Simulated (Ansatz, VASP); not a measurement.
ZnSe in VASP and in Ansatz

```
Se Zn
1.0
     0.00000    2.83380    2.83380
     2.83380    0.00000    2.83380
     2.83380    2.83380    0.00000
Se Zn
1 1
Cartesian
  4.2507 4.2507 4.2507
  0.0000 0.0000 0.0000
```

Alike in both runs: functional PBEsol; k mesh 6 × 6 × 6; occupations fermi-dirac, width 0.05 eV; no spin polarisation.

|  | VASP | Ansatz |
| --- | --- | --- |
| version | VASP 6.6.1 | Ansatz 0.2.0 |
| potentials or method | VASP PAW PBE potentials, release 64 (Se, Zn), cutoff 520 eV | all-electron LAPW, scalar-relativistic |
| task | single point | band structure |

|  | VASP | Ansatz | Ansatz less VASP |
| --- | --- | --- | --- |
| gap on the k mesh at the Fermi level (eV) | 1.17 | 1.17 | -0.001 |
| least direct gap on the mesh (eV) | 1.17 | 1.17 | -0.001 |
| pressure (GPa) | -0.9 | -1.1 | -0.23 |

VASP's potentials were made for PBE, not for PBEsol. Ansatz ran all-electron here, and VASP with PAW potentials.
